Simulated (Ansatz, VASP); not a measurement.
# Two plane-wave programs on ZrC

```
CELL_PARAMETERS angstrom
0.00000 2.54320 2.54320
2.54320 0.00000 2.54320
2.54320 2.54320 0.00000
ATOMIC_POSITIONS crystal
Zr 0.00000 0.00000 0.00000
C 0.25000 0.25000 0.25000
```

Alike in both runs: task single point; functional PBE; k mesh 12 × 12 × 12; occupations gaussian, width 0.02 eV; no spin polarisation.

```csv
,VASP,Ansatz
version,VASP 6.6.1,Ansatz 0.2.0
potentials or method,"VASP PAW PBE potentials, release 64 (Zr_sv, C), cutoff 600 eV","scalar-relativistic, plane waves, PAW"
valence electrons in the cell,16,16
```

|  | VASP | Ansatz | Ansatz less VASP |
| --- | --- | --- | --- |
| gap on the k mesh at the Fermi level (eV) | 0.49 | 0.49 | -0.001 |
| least direct gap on the mesh (eV) | 0.57 | 0.57 | +0.001 |
| pressure (GPa) | 0.4 | 0.4 | -0.07 |
